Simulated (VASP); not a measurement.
Input of a VASP 6.6.1 run:

Contents of INCAR:

```
SYSTEM = CoO
PREC = Accurate ; ENCUT = 520
EDIFF = 1E-6 ; ISMEAR = 0
SIGMA = 0.15 ; LREAL = .False.
LASPH = .True. ; NELM = 150
ALGO = Normal ; ISIF = 2
LWAVE = .False. ; LCHARG = .False.
ISPIN = 2 ; MAGMOM = 2.57 0.32
LORBIT = 11 ; LMAXMIX = 4
GGA = PS ; NBANDS = 18
```

KPOINTS

```
Automatic mesh
0
Gamma
  24 24 24
  0 0 0
```

The input POSCAR:

```
CoO
1.0
    0.0000000000      2.0834561500      2.0834561500
    2.0834561500      0.0000000000      2.0834561500
    2.0834561500      2.0834561500      0.0000000000
Co O
1 1
Direct
    0.0000000000      0.0000000000      0.0000000000
    0.5000000000      0.5000000000      0.5000000000
```

Potentials or basis: VASP PAW PBE potentials, release 64 (Co, O).

The run is started by

```bash
$ cat potpaw_PBE.64/Co/POTCAR potpaw_PBE.64/O/POTCAR > POTCAR
$ mpirun -np 1 vasp_std > vasp.out
```

Q: What does it give for the site moments?

A: Co +2.38; O +0.26 μB.

Q: Predict the pressure.

A: -0.8 GPa.

Caveat: the PAW data sets were made with another functional, which shifts forces and pressure a little; a cell with one magnetic atom can't hold antiferromagnetic order, which such compounds often take.
